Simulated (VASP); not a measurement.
The system is RbBr.

```xyz
2
Lattice="0.0000 3.3807 3.3807 3.3807 0.0000 3.3807 3.3807 3.3807 0.0000" Properties=species:S:1:pos:R:3 pbc="T T T"
Rb    0.0000    0.0000    0.0000
Br    3.3807    3.3807    3.3807
```

Program: VASP 6.6.1. Alike in all runs: task single point; no spin polarisation; cell as given; cutoff (eV) 520; smearing fermi-dirac 0.05 eV.

Question: Order these runs on this cell by their band gap on the k mesh, lowest first.
A. level PBE; potentials or basis VASP PAW PBE potentials, release 64 (Rb_sv, Br); k mesh 7 × 7 × 7
B. level HSE06; potentials or basis VASP PAW PBE potentials, release 64 (Rb_sv, Br); k mesh 4 × 4 × 4; grid for exact exchange (PRECFOCK) Normal; share of exact exchange 0.25; screening parameter 0.2079 1/Å
C. level LDA; potentials or basis VASP PAW LDA potentials, release 64 (Rb_sv, Br); k mesh 7 × 7 × 7
D. level r2SCAN; potentials or basis VASP PAW PBE potentials, release 64 (Rb_sv, Br); k mesh 7 × 7 × 7
E. level PBE0; potentials or basis VASP PAW PBE potentials, release 64 (Rb_sv, Br); k mesh 4 × 4 × 4; grid for exact exchange (PRECFOCK) Normal; share of exact exchange 0.25

Answer: C (4.06 eV), A (4.47 eV), D (5.08 eV), B (5.64 eV), E (6.37 eV).

Caveats: an odd mesh through Γ misses points on the zone boundary, where band edges can lie (at least some runs).

A k mesh can miss the band edges, odd and even meshes differently.
